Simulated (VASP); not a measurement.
A run of VASP 6.6.1 is set up as follows.

POSCAR

```
SiC
1.0
    0.0000000000      2.1780523510      2.1344913040
    2.1780523510      0.0000000000      2.1344913040
    2.1780523510      2.1780523510      0.0000000000
Si C
1 1
Direct
    0.0000000000      0.0000000000      0.0000000000
    0.2500000000      0.2500000000      0.2500000000
```

INCAR.step1

```
SYSTEM = SiC
PREC     = Accurate       ! precision mode
ENCUT    = 520            ! plane-wave cutoff, eV
EDIFF    = 1E-5           ! SCF threshold, eV
ISMEAR   = 0              ! smearing method
SIGMA    = 0.01           ! smearing width, eV
LREAL    = .False.        ! projectors in reciprocal space
LASPH    = .True.         ! aspherical terms in the spheres
NELM     = 100            ! most SCF steps
ALGO     = Normal         ! electronic algorithm
ISIF     = 2              ! what is computed and relaxed
LWAVE    = .True.         ! write WAVECAR
LCHARG   = .False.        ! write CHGCAR
NBANDS   = 11             ! bands
GGA      = PE             ! functional
```

File INCAR.step2:

```
SYSTEM = SiC
PREC     = Accurate       ! precision mode
ENCUT    = 520            ! plane-wave cutoff, eV
EDIFF    = 1E-6           ! SCF threshold, eV
ISMEAR   = 0              ! smearing method
SIGMA    = 0.01           ! smearing width, eV
LREAL    = .False.        ! projectors in reciprocal space
LASPH    = .True.         ! aspherical terms in the spheres
NELM     = 100            ! most SCF steps
ALGO     = Normal         ! electronic algorithm
ISIF     = 2              ! what is computed and relaxed
LWAVE    = .False.        ! write WAVECAR
LCHARG   = .False.        ! write CHGCAR
GGA      = PE             ! functional
LHFCALC  = .True.         ! exact exchange
HFSCREEN = 0.2079         ! screening, 1/A
PRECFOCK = Normal       
NBANDS   = 11             ! bands
ISTART   = 1
```

KPOINTS

```
regular mesh
0
Gamma
  8 8 8
  0 0 0
```

Potentials or basis: VASP PAW PBE potentials, release 64 (Si, C).

Run with:

```sh
$ cat potpaw_PBE.64/Si/POTCAR potpaw_PBE.64/C/POTCAR > POTCAR
$ cp INCAR.step1 INCAR
$ mpirun -np 1 vasp_std > vasp.out
$ cp INCAR.step2 INCAR
$ mpirun -np 1 vasp_std > vasp.out
```

**Question.** Estimate the pressure.

**Answer.** 3.2 GPa.

**Question.** What does it give for the band gap on the k mesh?

**Answer.** 2.00 eV (least direct gap 5.73 eV).

Stress tensor (GPa, compression positive):
```
1.43 0.00 0.00
0.00 1.43 0.00
0.00 0.00 6.80
```

Caveat: the cell differs from its parent crystal (uniaxial z strain -2.0%); the cell stands under pressure; the PAW data sets were made with another functional, which shifts forces and pressure a little. A k mesh can miss the band edges.
